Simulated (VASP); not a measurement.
A run of VASP 6.6.1 is set up as follows.

File INCAR:

```
PREC = Accurate
ENCUT = 520
EDIFF = 1E-8
ISMEAR = -1
SIGMA = 0.05
LREAL = F
LASPH = T
NELM = 60
ALGO = Normal
ISIF = 2
LWAVE = F
LCHARG = F
GGA = PE
LEFG = T
NBANDS = 11
```

File KPOINTS:

```
regular mesh
0
Gamma
  15 15 15
```

Contents of POSCAR:

```
BP
1.0
    0.0000000000      2.2383340787      2.2383340787
    2.2383340787      0.0000000000      2.2383340787
    2.2383340787      2.2383340787      0.0000000000
B P
1 1
Direct
    0.0000000000      0.0000000000      0.0000000000
    0.7500000000      0.7500000000      0.7500000000
```

Potentials or basis: VASP PAW PBE potentials, release 64 (B, P).

The run is started by

```sh
$ cat potpaw_PBE.64/B/POTCAR potpaw_PBE.64/P/POTCAR > POTCAR
$ mpirun -np 1 vasp_std > vasp.out
```

What does it give for the band gap on the k mesh?

1.18 eV, indirect (least direct gap 3.46 eV).

What does it give for the pressure?

8.2 GPa.

Caveat: without QUAD_EFG the Cq values of the log hold for a quadrupole moment of 1 mb, not for the nuclei. A k mesh can miss the band edges.
